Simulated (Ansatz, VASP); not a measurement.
# Two plane-wave programs on InP

Contents of POSCAR:

```
InP
1.0
    0.0000000000      2.9978724482      2.9092653808
    2.9978724482      0.0000000000      2.9092653808
    2.9978724482      2.9978724482      0.0000000000
In P
1 1
Direct
    0.0000000000      0.0000000000      0.0000000000
    0.7500000000      0.7500000000      0.7500000000
```

The input INCAR.step1:

```
SYSTEM = InP
PREC = Accurate
ENCUT = 520
ISMEAR = 0
SIGMA = 0.05
LREAL = .False.
LASPH = .True.
NELM = 80
NBANDS = 16
GGA = PE
ALGO = Normal
EDIFF = 1E-4
LWAVE = .True.
LCHARG = .False.
```

Contents of INCAR.step2:

```
SYSTEM = InP
PREC = Accurate
ENCUT = 520
EDIFF = 1E-6
ISMEAR = 0
SIGMA = 0.05
LREAL = .False.
LASPH = .True.
NELM = 80
ALGO = Normal
ISIF = 2
LWAVE = .False.
LCHARG = .True.
METAGGA = R2SCAN
LMIXTAU = .True.
LELF = .True.
LVHAR = .True.
NBANDS = 16
ISTART = 1
```

KPOINTS

```
Automatic mesh
0
Gamma
  8 8 8
  0 0 0
```

Input for Ansatz:

```yaml
crystal:
  lattice:
    - [0.0, 2.9978724482, 2.9092653808]
    - [2.9978724482, 0.0, 2.9092653808]
    - [2.9978724482, 2.9978724482, 0.0]
  atoms:
    - { symbol: In, position: [0.0, 0.0, 0.0] }
    - { symbol: P, position: [0.75, 0.75, 0.75] }
basis:
  ecutwfc: 500
kpoints:
  mp_grid: { grid: [8, 8, 8] }
hamiltonian:
  xc: r2scan
scf:
  occupations: { method: gaussian, width: 0.05 }
output:
  forces: true
  stress: true
  eigenvalues: true
```

Change from the starting cell: strain +0.015 along x and y, -0.015 along z, atoms carried along.

Alike in both runs: task single point; functional r2SCAN; k mesh 8 × 8 × 8; occupations gaussian, width 0.05 eV; no spin polarisation.

|  | VASP | Ansatz |
| --- | --- | --- |
| version | VASP 6.6.1 | Ansatz 0.2.0 |
| potentials or method | VASP PAW PBE potentials, release 64 (In_d, P), cutoff 520 eV | scalar-relativistic, plane waves, PAW |
| valence electrons in the cell | 18 | 18 |

|  | VASP | Ansatz | Ansatz less VASP |
| --- | --- | --- | --- |
| gap on the k mesh at the Fermi level (eV) | 0.85 | 0.85 | -0.003 |
| least direct gap on the mesh (eV) | 0.85 | 0.85 | -0.003 |
| pressure (GPa) | -1.1 | -1.0 | +0.10 |
| traceless stress, the component that is largest in VASP (GPa) | 0.86 | 0.85 | -0.008 |

VASP's potentials were made for PBE, not for r2SCAN.
